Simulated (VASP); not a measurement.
Write the native input for VASP 6.6.1 that does the following.

```
Task                   : single point
Functional             : PBE
Potentials or basis    : VASP PAW PBE potentials, release 64 (Mo_sv, Se)
Cutoff                 : 520 eV
k mesh                 : 10 × 10 × 6
Occupations            : gaussian, width 0.05 eV
Spin                   : collinear spin, ferromagnetic start
Starting moments       : [0.05, 0.05, 0.0, 0.0] μB
Dipole correction      : no
Further INCAR settings : ALGO = Normal; EDIFF = 1e-07; NBANDS = 32
```

The structure of MoSe lies in POSCAR:

```
MoSe
1.0
    4.1883408351      0.0000000000      0.0000000000
   -2.0941704176      3.6272095629      0.0000000000
    0.0000000000      0.0000000000      5.1593021038
Mo Se
2 2
Direct
    0.0000000000      0.0000000000      0.0000000000
    0.0000000000      0.0000000000      0.5000000000
    0.3333333333      0.6666666667      0.2500000000
    0.6666666667      0.3333333333      0.7500000000
```

This cell differs from its parent crystal: volume scaled by 1.070.

These files were run (other wordings do the same):

INCAR

```
ALGO = Normal ; EDIFF = 1E-7
ENCUT = 520 ; GGA = PE
ISIF = 2 ; ISMEAR = 0
ISPIN = 2 ; LASPH = True
LCHARG = False ; LMAXMIX = 4
LORBIT = 11 ; LREAL = False
LWAVE = False ; MAGMOM = 0.05 0.05 0 0
NBANDS = 32 ; NELM = 150
PREC = Accurate ; SIGMA = 0.05
```

KPOINTS

```
k-points
0
Gamma
  10 10 6
```

Potentials or basis: VASP PAW PBE potentials, release 64 (Mo_sv, Se).

Launch:

```sh
$ cat potpaw_PBE.64/Mo_sv/POTCAR potpaw_PBE.64/Se/POTCAR > POTCAR
$ mpirun -np 1 vasp_std > vasp.out
```

It gave:

```json
{
 "Pressure": "-7.8 GPa",
 "Band gap on the k mesh": "zero (filled and empty bands overlap)",
 "Net moment": "0.00 μB per cell",
 "Valence electrons inside the program's atomic spheres": "Mo 12.39; Se 3.82"
}
```

Run time: 9.4 min on 1 thread of Oxide Virtual Turin-like Processor (shared host), peak memory 0.32 GiB.
